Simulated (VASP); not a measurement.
# AgCl (Chlorargyrite) (Imm2) in VASP: relaxation of the atoms with PBE

Aim: the relaxation of the atoms of AgCl (Chlorargyrite) with PBE.

Program: VASP 6.6.1. These are calculated values, not measurements. Logs are shortened: lines on timing, memory, paths and dates and some standing lists are left out, and cuts for length are marked.

### 1 The cell of the first run

Symmetry: Imm2, No. 44, orthorhombic system. The conventional cell has a = 3.868 Å, b = 5.470 Å, c = 3.868 Å, α = 90.00°, β = 90.00°, γ = 90.00°. Within 3.5 Å of Ag (site symmetry mm2) lie 6 Cl at 2.64 to 2.84 Å. Cl (site symmetry mm2) has 6 Ag at 2.64 to 2.84 Å within 3.5 Å.

### 2 Relaxation of the atoms, PBE

INCAR

```
SYSTEM = AgCl
PREC = Accurate
ENCUT = 520
EDIFF = 1E-6
ISMEAR = 0
SIGMA = 0.01
LREAL = .False.
LASPH = .True.
NELM = 60
ALGO = Normal
ISIF = 2
LWAVE = .False.
LCHARG = .False.
GGA = PE
IBRION = 2
NSW = 60
EDIFFG = -0.01
```

KPOINTS

```
Automatic mesh
0
Gamma
  4 4 4
  0 0 0
```

POSCAR

```
AgCl
1.0
    0.0000000000      2.7350000000      2.7350000000
    2.7350000000      0.0000000000      2.7350000000
    2.7350000000      2.7350000000      0.0000000000
Ag Cl
1 1
Direct
    0.0000000000      0.0000000000      0.0000000000
    0.5000000000      0.5000000000      0.5366000000
```

Potentials or basis: VASP PAW PBE potentials, release 64 (Ag, Cl).

Run with:

```sh
$ cat potpaw_PBE.64/Ag/POTCAR potpaw_PBE.64/Cl/POTCAR > POTCAR
$ mpirun -np 1 vasp_std > vasp.out
```

OUTCAR:

```text
SYSTEM = AgCl
   PREC = Accurate
   ENCUT = 520
   EDIFF = 1E-6
   ISMEAR = 0
   LREAL = .False.
   LASPH = .True.
   NELM = 60
   ISIF = 2
   GGA = PE
   IBRION = 2
   NSW = 60
   EDIFFG = -0.01

 ion  position               nearest neighbor table
   1  0.000  0.000  0.000-   2 2.64   2 2.64   2 2.74   2 2.74   2 2.84   2 2.84
   2  0.500  0.500  0.537-   1 2.64   1 2.64   1 2.74   1 2.74   1 2.84   1 2.84

  LATTYP: Found a face centered cubic cell.
 ALAT       =     5.4700000000

  Lattice vectors:

 A1 = (   0.0000000000,   2.7350000000,   2.7350000000)
 A2 = (   2.7350000000,   0.0000000000,   2.7350000000)
 A3 = (   2.7350000000,   2.7350000000,   0.0000000000)

Analysis of symmetry for initial positions (statically):
=====================================================================
 Subroutine PRICEL returns:
 Original cell was already a primitive cell.

 Routine SETGRP: Setting up the symmetry group for a
 face centered cubic supercell.

 Subroutine GETGRP returns: Found  4 space group operations
 (whereof  4 operations were pure point group operations)
 out of a pool of 48 trial point group operations.

The static configuration has the point symmetry C_2v.

Analysis of symmetry for dynamics (positions and initial velocities):
=====================================================================
 Subroutine PRICEL returns:
 Original cell was already a primitive cell.

 Routine SETGRP: Setting up the symmetry group for a
 face centered cubic supercell.

 Subroutine GETGRP returns: Found  4 space group operations
 (whereof  4 operations were pure point group operations)
 out of a pool of 48 trial point group operations.

The dynamic configuration has the point symmetry C_2v.

 Subroutine INISYM returns: Found  4 space group operations
 (whereof  4 operations are pure point group operations),
 and found     1 'primitive' translations

----------------------------------------------------------------------------------------

                                     Primitive cell

  volume of cell :      40.9168

  direct lattice vectors                    reciprocal lattice vectors
     0.000000000  2.735000000  2.735000000    -0.182815356  0.182815356  0.182815356
     2.735000000  0.000000000  2.735000000     0.182815356 -0.182815356  0.182815356
[... 68 lines left out ...]
 SYSTEM =  AgCl
   PREC   = accura    normal or accurate (medium, high low for compatibility)
   ISTART =      0    job   : 0-new  1-cont  2-samecut
   ICHARG =      2    charge: 1-file 2-atom 10-const
   ISPIN  =      1    spin polarized calculation?
   LNONCOLLINEAR =      F non collinear calculations
   LSORBIT =      F    spin-orbit coupling
   LASPH  =      T    aspherical Exc in radial PAW
   ENCUT  =  520.0 eV  38.22 Ry    6.18 a.u.   7.19  7.19  7.19*2*pi/ulx,y,z
   NELM   =     60;   NELMIN=  2; NELMDL= -5     # of ELM steps
   EDIFF  = 0.1E-05   stopping-criterion for ELM
   LREAL  =      F    real-space projection
   EDIFFG = -.1E-01   stopping-criterion for IOM
   NSW    =     60    number of steps for IOM
   IBRION =      2    ionic relax: 0-MD 1-quasi-New 2-CG
   NFREE  =      1    steps in history (QN), initial steepest desc. (CG)
   ISIF   =      2    stress and relaxation
   ISYM   =      2    0-nonsym 1-usesym 2-fastsym
   POTIM  = 0.5000    time-step for ionic-motion
   TEBEG  =    0.0;   TEEND  =   0.0 temperature during run
   PSTRESS=    0.0 pullay stress
   NELECT =      18.0000    total number of electrons
   NUPDOWN=      -1.0000    fix difference up-down
   EMIN   =  10.00;   EMAX   =-10.00  energy-range for DOS
   EFERMI =   0.00;   METHOD = LEGACY
   ISMEAR =     0;   SIGMA  =   0.01  broadening in eV -4-tet -1-fermi 0-gaus
   EFERMI_NEDOS =   21; number of points for ismear=-14 and -15
   IALGO  =     38    algorithm
   IMIX   =      4    mixing-type and parameters
     AMIX     =   0.40;   BMIX     =  1.00
     AMIX_MAG =   1.60;   BMIX_MAG =  1.00
  volume/ion in A,a.u.               =      20.46       138.06
  Fermi-wavevector in a.u.,A,eV,Ry     =   1.245083  2.352866 21.092186  1.550232
  Thomas-Fermi vector in A             =   2.379321
   LORBIT       =      0    0 simple, 1 ext, 2 COOP (PROOUT), +10 PAW based schemes
   GGA     = PE    functional components
   LHFCALC =     F    Hartree Fock is set to
   AEXX    =    0.0000 exact exchange contribution
   IVDW    =     0    specifies the selected vdW correction
   LEPSILON=     F    determine dielectric tensor
   LRPA    =     F    only Hartree local field effects (RPA)
 conjugate gradient relaxation of ions
 non-spin polarized calculation
 Gauss-broadening in eV      SIGMA  =   0.01
  energy-cutoff  :      520.00
  volume of cell :       40.92
 maximum number of plane-waves:      1124
 NGX is ok and might be reduce to    30
   NGX = 15   NGY = 15   NGZ = 15

--------------------------------------- Ionic step        1  -------------------------------------------

 number of electron      18.0000002 magnetization

 Free energy of the ion-electron system (eV)
  ---------------------------------------------------
  ext. energy  EPLUGINS =         0.00000000
  ---------------------------------------------------
  free energy    TOTEN  =        -5.33617873 eV

  energy without entropy =       -5.33617873  energy(sigma->0) =       -5.33617873

------------------------ aborting loop because EDIFF is reached ----------------------------------------

  FORCE on cell =-STRESS in cart. coord.  units (eV):
  Direction    XX          YY          ZZ          XY          YZ          ZX
  --------------------------------------------------------------------------------------
  -------------------------------------------------------------------------------------
  Total        1.1580420      1.1580420      1.0068199     -0.0548408      0.0000000      0.0000000
  in kB       45.3453653     45.3453653     39.4239731     -2.1473971      0.0000000      0.0000000
  external PRESSURE =      43.3715679 kB  Pullay stress =       0.0000000 kB
[... 131 lines left out ...]
--------------------------------------- Ionic step        5  -------------------------------------------

 number of electron      18.0000002 magnetization

 Free energy of the ion-electron system (eV)
  ---------------------------------------------------
  ext. energy  EPLUGINS =         0.00000000
  ---------------------------------------------------
  free energy    TOTEN  =        -5.35133027 eV

  energy without entropy =       -5.35133027  energy(sigma->0) =       -5.35133027

 E-fermi :   4.4290     XC(G=0): -10.1813

 val. band max:        4.3655810135   @ k =   0.5000   0.0000   0.0000
 cond. band min:       5.2640639121   @ k =   0.0000   0.0000   0.0000
 fundamental gap:      0.8984828986
 Fermi energy:         4.4289544911

 k-point     1 :       0.0000    0.0000    0.0000
  band No.  band energies     occupation
      1     -11.0654      2.00000
      2       1.7453      2.00000
      3       1.7453      2.00000
      4       1.7453      2.00000
      5       1.7896      2.00000
      6       1.7896      2.00000
      7       1.8713      2.00000
      8       1.8713      2.00000
      9       1.8713      2.00000
     10       5.2641      0.00000
     11      15.1978      0.00000
     12      15.1978      0.00000
     13      15.1978      0.00000
[... 299 lines left out ...]
  FREE ENERGIE OF THE ION-ELECTRON SYSTEM (eV)
  ---------------------------------------------------
  free  energy   TOTEN  =        -5.3513302725 eV

  energy  without entropy=       -5.3513302725  energy(sigma->0) =       -5.35133027

 reached required accuracy - stopping structural energy minimisation
```

CONTCAR:

```text
AgCl
   1.00000000000000
     0.0000000000000000    2.7349999999999999    2.7349999999999999
     2.7349999999999999    0.0000000000000000    2.7349999999999999
     2.7349999999999999    2.7349999999999999    0.0000000000000000
  Ag              Cl
     1     1
Direct
     0.0000000000000000    0.0000000000000000    0.0182715699895092
     0.5000000000000000    0.5000000000000000    0.5183284300104908

  0.00000000E+00  0.00000000E+00  0.00000000E+00
  0.00000000E+00  0.00000000E+00  0.00000000E+00
```

Wall time 37 s (1 thread of Intel Xeon 6975P-C, shared host); peak memory 0.17 GiB.

What came out:

| Property | Result |
| --- | --- |
| Free energy | -5.3513 eV |
| Energy gained by relaxing | 7.6 meV/atom |
| Ionic steps | 5 |
| Pressure after relaxing | 4.0 GPa |
| Band gap on the k mesh | 0.90 eV, indirect (least direct gap 3.39 eV) |

The path:
| step | energy change (eV) | largest force (eV/Å) | pressure (GPa) |
| --- | --- | --- | --- |
| 1 | 0.0000 | 0.2182 | 4.34 |
| 2 | -0.0042 | 0.1835 | 4.23 |
| 3 | -0.0127 | 0.0855 | 4.03 |
| 4 | -0.0116 | 0.1036 | 4.06 |
| 5 | -0.0152 | 0.0006 | 3.97 |

Final structure:
```yaml
crystal:
  lattice:
    - [0.00000, 2.73500, 2.73500]
    - [2.73500, 0.00000, 2.73500]
    - [2.73500, 2.73500, 0.00000]
  atoms:
    - { symbol: Ag, position: [0.00000, 0.00000, 0.01827] }
    - { symbol: Cl, position: [0.50000, 0.50000, 0.51833] }
```

Caveat: the k points lie up to 0.50 Å⁻¹ apart. A k mesh can miss the band edges.
